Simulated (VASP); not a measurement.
# Ag2O (Pn-3m) in VASP: notebook

Ag2O is run at these levels: PBEsol, LDA; tasks: relaxation of cell and atoms.

Program: VASP 6.6.1. These are calculated values, not measurements. Logs are shortened: lines on timing, memory, paths and dates and some standing lists are left out, and cuts for length are marked.

**1. The cell of the first run**

It takes space group Pn-3m (No. 224, cubic). The conventional cell has a = 4.718 Å, b = 4.718 Å, c = 4.718 Å, α = 90.00°, β = 90.00°, γ = 90.00°. Ag (site symmetry -3m) has 2 O at 2.04 Å within 2.7 Å. Within 2.7 Å of O (site symmetry -43m) lie 4 Ag at 2.04 Å.

**2. Relaxation of cell and atoms, PBEsol**

INCAR reads:

```
SYSTEM = Ag2O
PREC     = Accurate       ! precision mode
ENCUT    = 600            ! plane-wave cutoff, eV
EDIFF    = 1E-7           ! SCF threshold, eV
ISMEAR   = -1             ! smearing method
SIGMA    = 0.1            ! smearing width, eV
LREAL    = .FALSE.        ! projectors in reciprocal space
LASPH    = .TRUE.         ! aspherical terms in the spheres
NELM     = 120            ! most SCF steps
ALGO     = Normal         ! electronic algorithm
ISIF     = 3              ! what is computed and relaxed
LWAVE    = .FALSE.        ! write WAVECAR
LCHARG   = .FALSE.        ! write CHGCAR
GGA      = PS             ! functional
IBRION   = 2              ! ionic algorithm
NSW      = 80             ! ionic steps
EDIFFG   = -0.01          ! ionic threshold
GGA_COMPAT= .FALSE.      
NELMIN   = 4
```

KPOINTS reads:

```
Automatic mesh
0
G
  7 7 7
  0 0 0
```

POSCAR reads:

```
Ag2O
1.0
    4.7180000000      0.0000000000      0.0000000000
    0.0000000000      4.7180000000      0.0000000000
    0.0000000000      0.0000000000      4.7180000000
Ag O
4 2
Direct
    0.2500000000      0.2500000000      0.2500000000
    0.2500000000      0.7500000000      0.7500000000
    0.7500000000      0.7500000000      0.2500000000
    0.7500000000      0.2500000000      0.7500000000
    0.0000000000      0.0000000000      0.0000000000
    0.5000000000      0.5000000000      0.5000000000
```

Potentials or basis: VASP PAW PBE potentials, release 64 (Ag, O).

The run is started by

```
$ cat potpaw_PBE.64/Ag/POTCAR potpaw_PBE.64/O/POTCAR > POTCAR
$ mpirun -np 1 vasp_std > vasp.out
```

OUTCAR:

```text
SYSTEM = Ag2O
   PREC = Accurate
   ENCUT = 600
   EDIFF = 1E-7
   ISMEAR = -1
   LREAL = .FALSE.
   LASPH = .TRUE.
   NELM = 120
   ISIF = 3
   GGA = PS
   IBRION = 2
   NSW = 80
   EDIFFG = -0.01
   NELMIN = 4

 ion  position               nearest neighbor table
   1  0.250  0.250  0.250-   5 2.04   6 2.04   4 3.34   2 3.34   3 3.34   2 3.34   4 3.34   2 3.34
                             3 3.34   2 3.34   3 3.34   4 3.34   4 3.34   3 3.34
   2  0.250  0.750  0.750-   5 2.04   6 2.04   4 3.34   1 3.34   3 3.34   1 3.34   3 3.34   1 3.34
                             4 3.34   1 3.34   3 3.34   4 3.34   3 3.34   4 3.34
   3  0.750  0.750  0.250-   5 2.04   6 2.04   4 3.34   1 3.34   2 3.34   2 3.34   4 3.34   1 3.34
                             4 3.34   4 3.34   1 3.34   2 3.34   2 3.34   1 3.34
   4  0.750  0.250  0.750-   5 2.04   6 2.04   3 3.34   1 3.34   2 3.34   1 3.34   3 3.34   2 3.34
                             3 3.34   3 3.34   1 3.34   2 3.34   1 3.34   2 3.34
   5  0.000  0.000  0.000-   1 2.04   2 2.04   3 2.04   4 2.04
   6  0.500  0.500  0.500-   1 2.04   2 2.04   3 2.04   4 2.04

  LATTYP: Found a simple cubic cell.
 ALAT       =     4.7180000000

  Lattice vectors:

 A1 = (   4.7180000000,   0.0000000000,   0.0000000000)
 A2 = (   0.0000000000,   4.7180000000,   0.0000000000)
 A3 = (   0.0000000000,   0.0000000000,   4.7180000000)

Analysis of symmetry for initial positions (statically):
=====================================================================
 Subroutine PRICEL returns:
 Original cell was already a primitive cell.

 Routine SETGRP: Setting up the symmetry group for a
 simple cubic supercell.

 Subroutine GETGRP returns: Found 48 space group operations
 (whereof 24 operations were pure point group operations)
 out of a pool of 48 trial point group operations.

The static configuration has the point symmetry T_d .
 The point group associated with its full space group is O_h .

Analysis of symmetry for dynamics (positions and initial velocities):
=====================================================================
 Subroutine PRICEL returns:
 Original cell was already a primitive cell.

 Routine SETGRP: Setting up the symmetry group for a
 simple cubic supercell.

 Subroutine GETGRP returns: Found 48 space group operations
 (whereof 24 operations were pure point group operations)
 out of a pool of 48 trial point group operations.

The dynamic configuration has the point symmetry T_d .
 The point group associated with its full space group is O_h .

 Subroutine INISYM returns: Found 48 space group operations
 (whereof 24 operations are pure point group operations),
 and found     1 'primitive' translations

----------------------------------------------------------------------------------------

                                     Primitive cell

  volume of cell :     105.0204

  direct lattice vectors                    reciprocal lattice vectors
     4.718000000  0.000000000  0.000000000     0.211954218  0.000000000  0.000000000
     0.000000000  4.718000000  0.000000000     0.000000000  0.211954218  0.000000000
     0.000000000  0.000000000  4.718000000     0.000000000  0.000000000  0.211954218

  length of vectors
     4.718000000  4.718000000  4.718000000     0.211954218  0.211954218  0.211954218

  position of ions in fractional coordinates (direct lattice)
     0.250000000  0.250000000  0.250000000
     0.250000000  0.750000000  0.750000000
     0.750000000  0.750000000  0.250000000
     0.750000000  0.250000000  0.750000000
     0.000000000  0.000000000  0.000000000
     0.500000000  0.500000000  0.500000000

  ion indices of the primitive-cell ions
   primitive index   ion index
                 1           1
                 2           2
                 3           3
                 4           4
                 5           5
                 6           6

----------------------------------------------------------------------------------------

 KPOINTS: Automatic mesh

Automatic generation of k-mesh.
 Grid dimensions read from file:
 generate k-points for:    7    7    7

 Generating k-lattice:

  Cartesian coordinates                     Fractional coordinates (reciprocal lattice)
     0.030279174  0.000000000  0.000000000     0.142857143  0.000000000  0.000000000
     0.000000000  0.030279174  0.000000000     0.000000000  0.142857143  0.000000000
     0.000000000  0.000000000  0.030279174     0.000000000  0.000000000  0.142857143

  Length of vectors
     0.030279174  0.030279174  0.030279174

  Shift w.r.t. Gamma in fractional coordinates (k-lattice)
     0.000000000  0.000000000  0.000000000

 Subroutine IBZKPT returns following result:
 ===========================================

 Found     20 irreducible k-points:

 Following reciprocal coordinates:
            Coordinates               Weight
  0.000000  0.000000  0.000000      1.000000
  0.142857  0.000000  0.000000      6.000000
  0.285714  0.000000  0.000000      6.000000
  0.428571  0.000000  0.000000      6.000000
  0.142857  0.142857  0.000000     12.000000
  0.285714  0.142857  0.000000     24.000000
[... 12 lines left out ...]
  0.428571  0.428571  0.285714     24.000000
  0.428571  0.428571  0.428571      8.000000
   k-points           NKPTS =     20   k-points in BZ     NKDIM =     20   number of bands    NBANDS=     33
   number of dos      NEDOS =    301   number of ions     NIONS =      6
   total plane-waves  NPLWV =  64000
   dimension x,y,z NGX =    40 NGY =   40 NGZ =   40
   dimension x,y,z NGXF=    80 NGYF=   80 NGZF=   80
   ions per type =               4   2
   NGX,Y,Z   is equivalent  to a cutoff of  14.09, 14.09, 14.09 a.u.
   NGXF,Y,Z  is equivalent  to a cutoff of  28.19, 28.19, 28.19 a.u.
 SYSTEM =  Ag2O
   PREC   = accura    normal or accurate (medium, high low for compatibility)
   ISTART =      0    job   : 0-new  1-cont  2-samecut
   ICHARG =      2    charge: 1-file 2-atom 10-const
   ISPIN  =      1    spin polarized calculation?
   LNONCOLLINEAR =      F non collinear calculations
   LSORBIT =      F    spin-orbit coupling
   LASPH  =      T    aspherical Exc in radial PAW
   ENCUT  =  600.0 eV  44.10 Ry    6.64 a.u.   9.42  9.42  9.42*2*pi/ulx,y,z
   NELM   =    120;   NELMIN=  4; NELMDL= -5     # of ELM steps
   EDIFF  = 0.1E-06   stopping-criterion for ELM
   LREAL  =      F    real-space projection
   EDIFFG = -.1E-01   stopping-criterion for IOM
   NSW    =     80    number of steps for IOM
   IBRION =      2    ionic relax: 0-MD 1-quasi-New 2-CG
   NFREE  =      1    steps in history (QN), initial steepest desc. (CG)
   ISIF   =      3    stress and relaxation
   ISYM   =      2    0-nonsym 1-usesym 2-fastsym
   POTIM  = 0.5000    time-step for ionic-motion
   TEBEG  =    0.0;   TEEND  =   0.0 temperature during run
   PSTRESS=    0.0 pullay stress
   NELECT =      56.0000    total number of electrons
   NUPDOWN=      -1.0000    fix difference up-down
   EMIN   =  10.00;   EMAX   =-10.00  energy-range for DOS
   EFERMI =   0.00;   METHOD = LEGACY
   ISMEAR =    -1;   SIGMA  =   0.10  broadening in eV -4-tet -1-fermi 0-gaus
   EFERMI_NEDOS =   21; number of points for ismear=-14 and -15
   IALGO  =     38    algorithm
   IMIX   =      4    mixing-type and parameters
     AMIX     =   0.40;   BMIX     =  1.00
     AMIX_MAG =   1.60;   BMIX_MAG =  1.00
  volume/ion in A,a.u.               =      17.50       118.12
  Fermi-wavevector in a.u.,A,eV,Ry     =   1.327536  2.508679 23.978245  1.762351
  Thomas-Fermi vector in A             =   2.456841
   LORBIT       =      0    0 simple, 1 ext, 2 COOP (PROOUT), +10 PAW based schemes
   GGA     = PS    functional components
   LHFCALC =     F    Hartree Fock is set to
   AEXX    =    0.0000 exact exchange contribution
   IVDW    =     0    specifies the selected vdW correction
   LEPSILON=     F    determine dielectric tensor
   LRPA    =     F    only Hartree local field effects (RPA)
 conjugate gradient relaxation of ions
 non-spin polarized calculation
  energy-cutoff  :      600.00
  volume of cell :      105.02
 maximum number of plane-waves:      3531
 NGX is ok and might be reduce to    40
   NGX = 19   NGY = 19   NGZ = 19

--------------------------------------- Ionic step        1  -------------------------------------------

 number of electron      56.0000025 magnetization

 Free energy of the ion-electron system (eV)
  ---------------------------------------------------
  ext. energy  EPLUGINS =         0.00000000
  ---------------------------------------------------
  free energy    TOTEN  =       -23.97345861 eV

  energy without entropy =      -23.96105267  energy(sigma->0) =      -23.96725564

------------------------ aborting loop because EDIFF is reached ----------------------------------------

  FORCE on cell =-STRESS in cart. coord.  units (eV):
  Direction    XX          YY          ZZ          XY          YZ          ZX
  --------------------------------------------------------------------------------------
  -------------------------------------------------------------------------------------
  Total       -0.5378076     -0.5378076     -0.5378076     -0.0000000     -0.0000000     -0.0000000
  in kB       -8.2047194     -8.2047194     -8.2047194     -0.0000000     -0.0000000     -0.0000000
  external PRESSURE =      -8.2047194 kB  Pullay stress =       0.0000000 kB
[... 65 lines left out ...]
  energy  without entropy=      -23.9641175789  energy(sigma->0) =      -23.96989896

--------------------------------------- Ionic step        3  -------------------------------------------

 number of electron      56.0000034 magnetization

 Free energy of the ion-electron system (eV)
  ---------------------------------------------------
  ext. energy  EPLUGINS =         0.00000000
  ---------------------------------------------------
  free energy    TOTEN  =       -23.97602507 eV

  energy without entropy =      -23.96423835  energy(sigma->0) =      -23.97013171

 E-fermi :   4.8283     XC(G=0): -10.8443

 val. band max:        4.6711861709   @ k =   0.0000   0.0000   0.0000
 cond. band min:       4.9128269416   @ k =   0.1429   0.0000   0.0000
 fundamental gap:      0.2416407706
 Fermi energy:         4.8283216681

 k-point     1 :       0.0000    0.0000    0.0000
  band No.  band energies     occupation
      1     -14.3106      2.00000
      2     -13.5812      2.00000
      3      -2.4004      2.00000
      4      -2.4004      2.00000
      5      -2.4004      2.00000
      6      -0.1123      2.00000
[... 742 lines left out ...]
  FREE ENERGIE OF THE ION-ELECTRON SYSTEM (eV)
  ---------------------------------------------------
  free  energy   TOTEN  =       -23.9760250672 eV

  energy  without entropy=      -23.9642383527  energy(sigma->0) =      -23.97013171

 reached required accuracy - stopping structural energy minimisation
```

It took 2.2 min on 1 thread of Intel Xeon Platinum 8488C (Sapphire Rapids), shared host; peak memory 0.28 GiB.

What came out:

```
Free energy                           : -23.9760 eV
Relaxed volume                        : 17.34 Å³/atom
Relaxed cell                          : a = 4.703 Å, b = 4.703 Å, c = 4.703 Å, α = 90.00°, β = 90.00°, γ = 90.00°
Space group after relaxing (to 0.1 Å) : Pn-3m (No. 224)
Energy gained by relaxing             : 0.4 meV/atom
Ionic steps                           : 3
Pressure after relaxing               : 0.0 GPa
Band gap on the k mesh                : zero (filled and empty bands touch)
```

The path:
```csv
step,energy change (eV),largest force (eV/Å),pressure (GPa),volume (Å³)
1,0.0000,0.0000,-0.82,105.02
2,-0.0022,0.0000,0.31,103.66
3,-0.0026,0.0000,0.00,104.03
```

Final structure:
```cif
data_structure
_symmetry_space_group_name_H-M 'P 1'
_symmetry_Int_Tables_number 1
_cell_length_a 4.7031
_cell_length_b 4.7031
_cell_length_c 4.7031
_cell_angle_alpha 90.000
_cell_angle_beta 90.000
_cell_angle_gamma 90.000
_cell_volume 104.03
loop_
_atom_site_label
_atom_site_type_symbol
_atom_site_fract_x
_atom_site_fract_y
_atom_site_fract_z
_atom_site_occupancy
Ag1 Ag 0.25000 0.25000 0.25000 1
Ag2 Ag 0.25000 0.75000 0.75000 1
Ag3 Ag 0.75000 0.75000 0.25000 1
Ag4 Ag 0.75000 0.25000 0.75000 1
O1 O 0.00000 0.00000 0.00000 1
O2 O 0.50000 0.50000 0.50000 1
```

Levels at points of the mesh, in eV from the Fermi level:
```csv
k point,band 26,band 27,band 28,band 29,band 30,band 31
"(0.00, 0.00, 0.00)",-0.16,-0.16,-0.16,-0.16,1.72,1.72
```

Caveat: semilocal functionals underestimate gaps, and a narrow one can read as zero; the PAW data sets were made with another functional, which shifts forces and pressure a little.

**3. Relaxation of cell and atoms, LDA**

INCAR reads:

```
SYSTEM = Ag2O
PREC = Accurate ; ENCUT = 600
EDIFF = 1E-7 ; ISMEAR = -1
SIGMA = 0.1 ; LREAL = .FALSE.
LASPH = .TRUE. ; NELM = 120
ALGO = Normal ; ISIF = 3
LWAVE = .FALSE. ; LCHARG = .FALSE.
GGA = CA ; IBRION = 2
NSW = 80 ; EDIFFG = -0.01
GGA_COMPAT = .FALSE. ; NELMIN = 4
```

KPOINTS reads:

```
regular mesh
0
G
  7 7 7
  0 0 0
```

POSCAR is that of step 2.

Potentials or basis: VASP PAW LDA potentials, release 64 (Ag, O).

The run is started by

```
$ cat potpaw_LDA.64/Ag/POTCAR potpaw_LDA.64/O/POTCAR > POTCAR
$ mpirun -np 1 vasp_std > vasp.out
```

OUTCAR:

```text
SYSTEM = Ag2O
   PREC = Accurate
   ENCUT = 600
   EDIFF = 1E-7
   ISMEAR = -1
   LREAL = .FALSE.
   LASPH = .TRUE.
   NELM = 120
   ISIF = 3
   GGA = CA
   IBRION = 2
   NSW = 80
   EDIFFG = -0.01
   NELMIN = 4

 ion  position               nearest neighbor table
   1  0.250  0.250  0.250-   5 2.04   6 2.04   4 3.34   2 3.34   3 3.34   2 3.34   4 3.34   2 3.34
                             3 3.34   2 3.34   3 3.34   4 3.34   4 3.34   3 3.34
   2  0.250  0.750  0.750-   5 2.04   6 2.04   4 3.34   1 3.34   3 3.34   1 3.34   3 3.34   1 3.34
                             4 3.34   1 3.34   3 3.34   4 3.34   3 3.34   4 3.34
   3  0.750  0.750  0.250-   5 2.04   6 2.04   4 3.34   1 3.34   2 3.34   2 3.34   4 3.34   1 3.34
                             4 3.34   4 3.34   1 3.34   2 3.34   2 3.34   1 3.34
   4  0.750  0.250  0.750-   5 2.04   6 2.04   3 3.34   1 3.34   2 3.34   1 3.34   3 3.34   2 3.34
                             3 3.34   3 3.34   1 3.34   2 3.34   1 3.34   2 3.34
   5  0.000  0.000  0.000-   1 2.04   2 2.04   3 2.04   4 2.04
   6  0.500  0.500  0.500-   1 2.04   2 2.04   3 2.04   4 2.04

  LATTYP: Found a simple cubic cell.
 ALAT       =     4.7180000000

  Lattice vectors:

 A1 = (   4.7180000000,   0.0000000000,   0.0000000000)
 A2 = (   0.0000000000,   4.7180000000,   0.0000000000)
 A3 = (   0.0000000000,   0.0000000000,   4.7180000000)

Analysis of symmetry for initial positions (statically):
=====================================================================
[... 171 lines left out ...]

 Free energy of the ion-electron system (eV)
  ---------------------------------------------------
  ext. energy  EPLUGINS =         0.00000000
  ---------------------------------------------------
  free energy    TOTEN  =       -26.61354493 eV

  energy without entropy =      -26.60201655  energy(sigma->0) =      -26.60778074

------------------------ aborting loop because EDIFF is reached ----------------------------------------

  FORCE on cell =-STRESS in cart. coord.  units (eV):
  Direction    XX          YY          ZZ          XY          YZ          ZX
  --------------------------------------------------------------------------------------
  -------------------------------------------------------------------------------------
  Total       -3.0371552     -3.0371552     -3.0371552      0.0000000     -0.0000000      0.0000000
  in kB      -46.3344231    -46.3344231    -46.3344231      0.0000000     -0.0000000      0.0000000
  external PRESSURE =     -46.3344231 kB  Pullay stress =       0.0000000 kB
[... 67 lines left out ...]
--------------------------------------- Ionic step        3  -------------------------------------------

 number of electron      56.0000015 magnetization

 Free energy of the ion-electron system (eV)
  ---------------------------------------------------
  ext. energy  EPLUGINS =         0.00000000
  ---------------------------------------------------
  free energy    TOTEN  =       -26.69363580 eV

  energy without entropy =      -26.68528052  energy(sigma->0) =      -26.68945816

 E-fermi :   5.2661     XC(G=0): -11.3058

 val. band max:        5.1870559416   @ k =   0.0000   0.0000   0.0000
 cond. band min:       5.4192460328   @ k =   0.1429   0.0000   0.0000
 fundamental gap:      0.2321900912
 Fermi energy:         5.2661230417

 k-point     1 :       0.0000    0.0000    0.0000
  band No.  band energies     occupation
      1     -14.0944      2.00000
      2     -13.2452      2.00000
      3      -2.4414      2.00000
      4      -2.4414      2.00000
      5      -2.4414      2.00000
      6      -0.0343      2.00000
[... 742 lines left out ...]
  FREE ENERGIE OF THE ION-ELECTRON SYSTEM (eV)
  ---------------------------------------------------
  free  energy   TOTEN  =       -26.6936357991 eV

  energy  without entropy=      -26.6852805158  energy(sigma->0) =      -26.68945816

 reached required accuracy - stopping structural energy minimisation
```

It took 2 min on 1 thread of Intel Xeon Platinum 8488C (Sapphire Rapids), shared host; peak memory 0.24 GiB.

What came out:

```yaml
Free_energy: -26.6936 eV
Relaxed_volume: 16.63 Å³/atom
Relaxed_cell: a = 4.638 Å, b = 4.638 Å, c = 4.638 Å, α = 90.00°, β = 90.00°, γ = 90.00°
Space_group_after_relaxing_to_0.1_Å: Pn-3m (No. 224)
Energy_gained_by_relaxing: 13.3 meV/atom
Ionic_steps: 3
Pressure_after_relaxing: 0.0 GPa
Band_gap_on_the_k_mesh: 0.12 eV
```

The path:
| step | energy change (eV) | largest force (eV/Å) | pressure (GPa) | volume (Å³) |
| --- | --- | --- | --- | --- |
| 1 | 0.0000 | 0.0000 | -4.63 | 105.02 |
| 2 | -0.0629 | 0.0000 | 2.49 | 97.51 |
| 3 | -0.0801 | 0.0000 | 0.00 | 99.77 |

Final structure:
```xyz
6
Lattice="4.6380 0.0000 0.0000 0.0000 4.6380 0.0000 0.0000 0.0000 4.6380" Properties=species:S:1:pos:R:3 pbc="T T T"
Ag    1.1595    1.1595    1.1595
Ag    1.1595    3.4785    3.4785
Ag    3.4785    3.4785    1.1595
Ag    3.4785    1.1595    3.4785
O     0.0000    0.0000    0.0000
O     2.3190    2.3190    2.3190
```

Levels at points of the mesh, in eV from the valence-band top:
```tsv
k point	band 24	band 25	band 26	band 27	band 28	band 29	band 30	band 31	band 32	band 33
(0.00, 0.00, 0.00)	-2.75	-2.75	0.00	0.00	0.00	0.12	1.69	1.69	7.42	7.42
```

Caveat: the smearing spreads over this small gap; semilocal functionals underestimate gaps, and a narrow one can read as zero; an odd mesh through Γ misses points on the zone boundary, where band edges can lie.

The gap in the log of VASP goes by the Fermi energy; the results here count the filled bands.